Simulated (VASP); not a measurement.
# AlN (R3m) in VASP: relaxation of the atoms with r2SCAN

Aim: the relaxation of the atoms of AlN with r2SCAN.

Everything below comes from runs of VASP 6.6.1. Logs are shortened: lines on timing, memory, paths and dates and some standing lists are left out, and cuts for length are marked.

## 1. The cell of the first run

The structure is trigonal, space group R3m (No. 160). The conventional cell has a = 3.121 Å, b = 3.121 Å, c = 7.585 Å, α = 90.00°, β = 90.00°, γ = 120.00°. Within 2.5 Å of Al (site symmetry 3m) lie 4 N at 1.91 Å. Within 2.5 Å of N (site symmetry 3m) lie 4 Al at 1.91 Å.

## 2. Relaxation of the atoms, r2SCAN (strained cell)

Input file POSCAR:

```
AlN
1.0
   -0.0112601924      2.1953185806      2.1953185806
    2.1953185806     -0.0112601924      2.1953185806
    2.1953185806      2.1953185806     -0.0112601924
Al N
1 1
Direct
   -0.0006795479     -0.0006795479     -0.0006795479
    0.2506795479      0.2506795479      0.2506795479
```

Input file INCAR.step1:

```
SYSTEM = AlN
PREC = Accurate ; ENCUT = 580
ISMEAR = 0 ; SIGMA = 0.02
LREAL = .False. ; LASPH = .True.
NELM = 120 ; GGA = PE
ALGO = Normal ; EDIFF = 1E-5
LWAVE = .True. ; LCHARG = .False.
GGA_COMPAT = .False. ; IBRION = 2
EDIFFG = -0.01 ; NELMIN = 4
NSW = 100
```

Input file INCAR.step2:

```
SYSTEM = AlN
PREC = Accurate ; ENCUT = 580
EDIFF = 1E-7 ; ISMEAR = 0
SIGMA = 0.02 ; LREAL = .False.
LASPH = .True. ; NELM = 120
ALGO = Normal ; ISIF = 2
LWAVE = .False. ; LCHARG = .False.
METAGGA = R2SCAN ; LMIXTAU = .True.
IBRION = 2 ; NSW = 60
EDIFFG = -0.002 ; ISTART = 1
GGA_COMPAT = .False. ; NELMIN = 4
```

Input file KPOINTS:

```
Automatic mesh
0
Gamma
  9 9 9
  0 0 0
```

Potentials or basis: VASP PAW PBE potentials, release 64 (Al, N).

On the command line:

```sh
$ cat potpaw_PBE.64/Al/POTCAR potpaw_PBE.64/N/POTCAR > POTCAR
$ cp INCAR.step1 INCAR
$ mpirun -np 1 vasp_std > vasp.out
$ cp INCAR.step2 INCAR
$ mpirun -np 1 vasp_std > vasp.out
```

OUTCAR:

```text
SYSTEM = AlN
   PREC = Accurate
   ENCUT = 580
   EDIFF = 1E-7
   ISMEAR = 0
   LREAL = .False.
   LASPH = .True.
   NELM = 120
   ISIF = 2
   METAGGA = R2SCAN
   IBRION = 2
   NSW = 60
   EDIFFG = -0.002
   ISTART = 1
   NELMIN = 4

 ion  position               nearest neighbor table
   1  0.999  0.999  0.999-   2 1.91   2 1.91   2 1.91   2 1.91
   2  0.251  0.251  0.251-   1 1.91   1 1.91   1 1.91   1 1.91

  LATTYP: Found a trigonal (rhomboedric) cell.
 ALAT       =     3.1046697300
 COS(alpha) =     0.4948643067

  Lattice vectors:

 A1 = (  -0.0112601924,   2.1953185806,   2.1953185806)
 A2 = (   2.1953185806,  -0.0112601924,   2.1953185806)
 A3 = (   2.1953185806,   2.1953185806,  -0.0112601924)

Analysis of symmetry for initial positions (statically):
=====================================================================
 Subroutine PRICEL returns:
 Original cell was already a primitive cell.

 Routine SETGRP: Setting up the symmetry group for a
 trigonal (rhombohedral) supercell.

 Subroutine GETGRP returns: Found  6 space group operations
 (whereof  6 operations were pure point group operations)
 out of a pool of 12 trial point group operations.

The static configuration has the point symmetry C_3v.

Analysis of symmetry for dynamics (positions and initial velocities):
=====================================================================
 Subroutine PRICEL returns:
 Original cell was already a primitive cell.

 Routine SETGRP: Setting up the symmetry group for a
 trigonal (rhombohedral) supercell.

 Subroutine GETGRP returns: Found  6 space group operations
 (whereof  6 operations were pure point group operations)
 out of a pool of 12 trial point group operations.

The dynamic configuration has the point symmetry C_3v.

 Subroutine INISYM returns: Found  6 space group operations
 (whereof  6 operations are pure point group operations),
 and found     1 'primitive' translations

----------------------------------------------------------------------------------------

                                     Primitive cell

  volume of cell :      21.3231

  direct lattice vectors                    reciprocal lattice vectors
    -0.011260192  2.195318581  2.195318581    -0.226012510  0.227177746  0.227177746
     2.195318581 -0.011260192  2.195318581     0.227177746 -0.226012510  0.227177746
     2.195318581  2.195318581 -0.011260192     0.227177746  0.227177746 -0.226012510

  length of vectors
     3.104669730  3.104669730  3.104669730     0.392811802  0.392811802  0.392811802

  position of ions in fractional coordinates (direct lattice)
     0.999320452  0.999320452  0.999320452
     0.250679548  0.250679548  0.250679548

  ion indices of the primitive-cell ions
   primitive index   ion index
                 1           1
                 2           2

----------------------------------------------------------------------------------------

 KPOINTS: Automatic mesh

Automatic generation of k-mesh.
 Grid dimensions read from file:
 generate k-points for:    9    9    9

 Generating k-lattice:

  Cartesian coordinates                     Fractional coordinates (reciprocal lattice)
    -0.025112501  0.025241972  0.025241972     0.111111111  0.000000000  0.000000000
     0.025241972 -0.025112501  0.025241972     0.000000000  0.111111111  0.000000000
     0.025241972  0.025241972 -0.025112501     0.000000000  0.000000000  0.111111111

  Length of vectors
     0.043645756  0.043645756  0.043645756

  Shift w.r.t. Gamma in fractional coordinates (k-lattice)
     0.000000000  0.000000000  0.000000000

 Subroutine IBZKPT returns following result:
 ===========================================

 Found     85 irreducible k-points:

 Following reciprocal coordinates:
            Coordinates               Weight
  0.000000  0.000000  0.000000      1.000000
  0.111111  0.000000 -0.000000      6.000000
  0.222222  0.000000 -0.000000      6.000000
  0.333333 -0.000000 -0.000000      6.000000
  0.444444  0.000000 -0.000000      6.000000
  0.111111  0.111111 -0.000000      6.000000
[... 16 lines left out ...]
 -0.333333  0.333333  0.000000      6.000000
  0.444444  0.444444 -0.000000      6.000000
 [... further k-points ...]
   k-points           NKPTS =     85   k-points in BZ     NKDIM =     85   number of bands    NBANDS=      8
   number of dos      NEDOS =    301   number of ions     NIONS =      2
   total plane-waves  NPLWV =  13824
   dimension x,y,z NGX =    24 NGY =   24 NGZ =   24
   dimension x,y,z NGXF=    48 NGYF=   48 NGZF=   48
   ions per type =               1   1
   NGX,Y,Z   is equivalent  to a cutoff of  12.85, 12.85, 12.85 a.u.
   NGXF,Y,Z  is equivalent  to a cutoff of  25.70, 25.70, 25.70 a.u.
 SYSTEM =  AlN
   PREC   = accura    normal or accurate (medium, high low for compatibility)
   ISTART =      1    job   : 0-new  1-cont  2-samecut
   ICHARG =      0    charge: 1-file 2-atom 10-const
   ISPIN  =      1    spin polarized calculation?
   LNONCOLLINEAR =      F non collinear calculations
   LSORBIT =      F    spin-orbit coupling
   LASPH  =      T    aspherical Exc in radial PAW
   ENCUT  =  580.0 eV  42.63 Ry    6.53 a.u.   6.10  6.10  6.10*2*pi/ulx,y,z
   NELM   =    120;   NELMIN=  4; NELMDL=  0     # of ELM steps
   EDIFF  = 0.1E-06   stopping-criterion for ELM
   LREAL  =      F    real-space projection
   EDIFFG = -.2E-02   stopping-criterion for IOM
   NSW    =     60    number of steps for IOM
   IBRION =      2    ionic relax: 0-MD 1-quasi-New 2-CG
   NFREE  =      1    steps in history (QN), initial steepest desc. (CG)
   ISIF   =      2    stress and relaxation
   ISYM   =      2    0-nonsym 1-usesym 2-fastsym
   POTIM  = 0.5000    time-step for ionic-motion
   TEBEG  =    0.0;   TEEND  =   0.0 temperature during run
   PSTRESS=    0.0 pullay stress
   NELECT =       8.0000    total number of electrons
   NUPDOWN=      -1.0000    fix difference up-down
   EMIN   =  10.00;   EMAX   =-10.00  energy-range for DOS
   EFERMI =   0.00;   METHOD = LEGACY
   ISMEAR =     0;   SIGMA  =   0.02  broadening in eV -4-tet -1-fermi 0-gaus
   EFERMI_NEDOS =   21; number of points for ismear=-14 and -15
   IALGO  =     38    algorithm
   IMIX   =      4    mixing-type and parameters
     AMIX     =   0.40;   BMIX     =  1.00
     AMIX_MAG =   1.60;   BMIX_MAG =  1.00
  volume/ion in A,a.u.               =      10.66        71.95
  Fermi-wavevector in a.u.,A,eV,Ry     =   1.180740  2.231276 18.968534  1.394148
  Thomas-Fermi vector in A             =   2.317027
   LORBIT       =      0    0 simple, 1 ext, 2 COOP (PROOUT), +10 PAW based schemes
   METAGGA = R2SCAN    functional components
   LHFCALC =     F    Hartree Fock is set to
   AEXX    =    0.0000 exact exchange contribution
   IVDW    =     0    specifies the selected vdW correction
   LEPSILON=     F    determine dielectric tensor
   LRPA    =     F    only Hartree local field effects (RPA)
 conjugate gradient relaxation of ions
 non-spin polarized calculation
 Gauss-broadening in eV      SIGMA  =   0.02
  energy-cutoff  :      580.00
  volume of cell :       21.32
 maximum number of plane-waves:       685
   NGX = 13   NGY = 13   NGZ = 13

--------------------------------------- Ionic step        1  -------------------------------------------

 number of electron       8.0000001 magnetization

 Free energy of the ion-electron system (eV)
  ---------------------------------------------------
  ext. energy  EPLUGINS =         0.00000000
  ---------------------------------------------------
  free energy    TOTEN  =       -19.17119093 eV

  energy without entropy =      -19.17119093  energy(sigma->0) =      -19.17119093

------------------------ aborting loop because EDIFF is reached ----------------------------------------

  FORCE on cell =-STRESS in cart. coord.  units (eV):
  Direction    XX          YY          ZZ          XY          YZ          ZX
  --------------------------------------------------------------------------------------
  -------------------------------------------------------------------------------------
  Total       -0.6320512     -0.6320512     -0.6320512      0.1056066      0.1056066      0.1056066
  in kB      -47.4910382    -47.4910382    -47.4910382      7.9350668      7.9350668      7.9350668
  external PRESSURE =     -47.4910382 kB  Pullay stress =       0.0000000 kB

 VOLUME and BASIS-vectors are now :
 -----------------------------------------------------------------------------
  energy-cutoff  :      580.00
  volume of cell :       21.32
      direct lattice vectors                 reciprocal lattice vectors
    -0.011260192  2.195318581  2.195318581    -0.226012510  0.227177746  0.227177746
     2.195318581 -0.011260192  2.195318581     0.227177746 -0.226012510  0.227177746
     2.195318581  2.195318581 -0.011260192     0.227177746  0.227177746 -0.226012510
[... 37 lines left out ...]
 POSITION                                       TOTAL-FORCE (eV/Angst)
 -----------------------------------------------------------------------------------
      4.37855      4.37855      4.37855        -0.016232     -0.016232     -0.016232
      1.09567      1.09567      1.09567         0.016232      0.016232      0.016232
 -----------------------------------------------------------------------------------
    total drift:                                0.000032      0.000032      0.000032

  FREE ENERGIE OF THE ION-ELECTRON SYSTEM (eV)
  ---------------------------------------------------
  free  energy   TOTEN  =       -19.1713743347 eV

  energy  without entropy=      -19.1713743347  energy(sigma->0) =      -19.17137433

--------------------------------------- Ionic step        3  -------------------------------------------

 number of electron       8.0000001 magnetization

 Free energy of the ion-electron system (eV)
  ---------------------------------------------------
  ext. energy  EPLUGINS =         0.00000000
  ---------------------------------------------------
  free energy    TOTEN  =       -19.17140273 eV

  energy without entropy =      -19.17140273  energy(sigma->0) =      -19.17140273

 E-fermi :   5.6021     XC(G=0): -11.3137

 val. band max:        5.5211392885   @ k =   0.0000   0.0000   0.0000
 cond. band min:       9.5782750389   @ k =   0.4444   0.4444  -0.0000
 fundamental gap:      4.0571357504
 Fermi energy:         5.6021339995

 k-point     1 :       0.0000    0.0000    0.0000
  band No.  band energies     occupation
      1     -10.1295      2.00000
      2       5.4583      2.00000
      3       5.4583      2.00000
      4       5.5211      2.00000
      5      10.1543      0.00000
      6      18.6956      0.00000
      7      18.6956      0.00000
      8      18.9024      0.00000

 k-point     2 :       0.1111    0.0000   -0.0000
  band No.  band energies     occupation
      1      -9.9547      2.00000
      2       4.5072      2.00000
      3       5.3973      2.00000
      4       5.4506      2.00000
      5      10.9464      0.00000
      6      18.2676      0.00000
      7      18.8585      0.00000
      8      19.0306      0.00000
[... 221 lines left out ...]
 k-point    23 :      -0.3333    0.3333    0.0000
  band No.  band energies     occupation
      1      -7.7182      2.00000
      2       1.2358      2.00000
      3       1.8138      2.00000
      4       4.4056      2.00000
      5      12.1918      0.00000
      6      16.3521      0.00000
      7      18.8685      0.00000
      8      19.6889      0.00000

 k-point    24 :       0.4444    0.4444   -0.0000
  band No.  band energies     occupation
      1      -7.6819      2.00000
      2       0.7234      2.00000
      3       3.7064      2.00000
      4       3.7787      2.00000
      5       9.5783      0.00000
      6      14.8961      0.00000
      7      20.0935      0.00000
      8      21.9814      0.00000

 [... further k-points ...]

------------------------ aborting loop because EDIFF is reached ----------------------------------------

  FORCE on cell =-STRESS in cart. coord.  units (eV):
  Direction    XX          YY          ZZ          XY          YZ          ZX
  --------------------------------------------------------------------------------------
  -------------------------------------------------------------------------------------
  Total       -0.6310151     -0.6310151     -0.6310151      0.1302879      0.1302879      0.1302879
  in kB      -47.4131884    -47.4131884    -47.4131884      9.7895678      9.7895678      9.7895678
  external PRESSURE =     -47.4131884 kB  Pullay stress =       0.0000000 kB

 VOLUME and BASIS-vectors are now :
 -----------------------------------------------------------------------------
  energy-cutoff  :      580.00
  volume of cell :       21.32
      direct lattice vectors                 reciprocal lattice vectors
    -0.011260192  2.195318581  2.195318581    -0.226012510  0.227177746  0.227177746
     2.195318581 -0.011260192  2.195318581     0.227177746 -0.226012510  0.227177746
     2.195318581  2.195318581 -0.011260192     0.227177746  0.227177746 -0.226012510

 POSITION                                       TOTAL-FORCE (eV/Angst)
 -----------------------------------------------------------------------------------
      4.37798      4.37798      4.37798         0.000069      0.000069      0.000069
      1.09624      1.09624      1.09624        -0.000069     -0.000069     -0.000069
 -----------------------------------------------------------------------------------
    total drift:                               -0.000018     -0.000018     -0.000018

  FREE ENERGIE OF THE ION-ELECTRON SYSTEM (eV)
  ---------------------------------------------------
  free  energy   TOTEN  =       -19.1714027317 eV

  energy  without entropy=      -19.1714027317  energy(sigma->0) =      -19.17140273

 reached required accuracy - stopping structural energy minimisation
```

It took 2.2 min on 1 thread of Oxide Virtual Turin-like, shared host; peak memory 0.11 GiB.

Results:

* Free energy: -19.1714 eV
* Energy gained by relaxing: 0.1 meV/atom
* Ionic steps: 3
* Pressure after relaxing: -4.7 GPa
* Band gap on the k mesh: 4.06 eV (least direct gap 4.63 eV)

Stress tensor (GPa, compression positive):
```
-4.74  0.98  0.98
 0.98 -4.74  0.98
 0.98  0.98 -4.74
```

The path:
```
step  energy change (eV)  largest force (eV/Å)  pressure (GPa)
   1              0.0000                0.0772           -4.75
   2             -0.0002                0.0281           -4.74
   3             -0.0002                0.0001           -4.74
```

Final structure:
```
Al N
1.0
    -0.01126    2.19532    2.19532
     2.19532   -0.01126    2.19532
     2.19532    2.19532   -0.01126
Al N
1 1
Direct
  0.99968 0.99968 0.99968
  0.25032 0.25032 0.25032
```

Levels at points of the mesh, in eV from the valence-band top:
| k point | band 2 | band 3 | band 4 | band 5 | band 6 | band 7 |
| --- | --- | --- | --- | --- | --- | --- |
| (0.00, 0.00, 0.00) | -0.06 | -0.06 | 0.00 | 4.63 | 13.17 | 13.17 |

Caveat: the cell differs from its parent crystal (strained cell); the PAW data sets were made with another functional, which shifts forces and pressure a little. A k mesh can miss the band edges.
